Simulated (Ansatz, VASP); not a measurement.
# Two plane-wave programs on Te

```
Te
1.0
     2.24849    1.29816    1.59812
    -2.24849    1.29816    1.59812
     0.00000   -2.59633    1.59812
Te
1
Direct
  0.50000 0.50000 0.50000
```

Alike in both runs: task single point; functional PBEsol; k mesh 15 × 15 × 15; occupations gaussian, width 0.1 eV; no spin polarisation.

```csv
,VASP,Ansatz
version,VASP 6.6.1,Ansatz 0.2.0
potentials or method,"VASP PAW PBE potentials, release 64 (Te), cutoff 520 eV","scalar-relativistic, plane waves, PAW"
valence electrons in the cell,6,16
```

Ansatz gave:

```
gap on the k mesh at the Fermi level (eV)                     : none
pressure (GPa)                                                : 7.1
traceless stress, the component that is largest in VASP (GPa) : -1.19
```

Task: Which values does VASP return?

Result: gap on the k mesh at the Fermi level (eV): none; pressure (GPa): 7.2; traceless stress, the component that is largest in VASP (GPa): -1.23.

VASP's potentials were made for PBE, not for PBEsol. A gap of «none» marks a metal or a gap that the smearing closes. VASP's potentials hold 6 valence electrons a cell and Ansatz's 16, so a difference there can come from the potentials and not from the codes.

Neither program's run includes spin-orbit coupling.
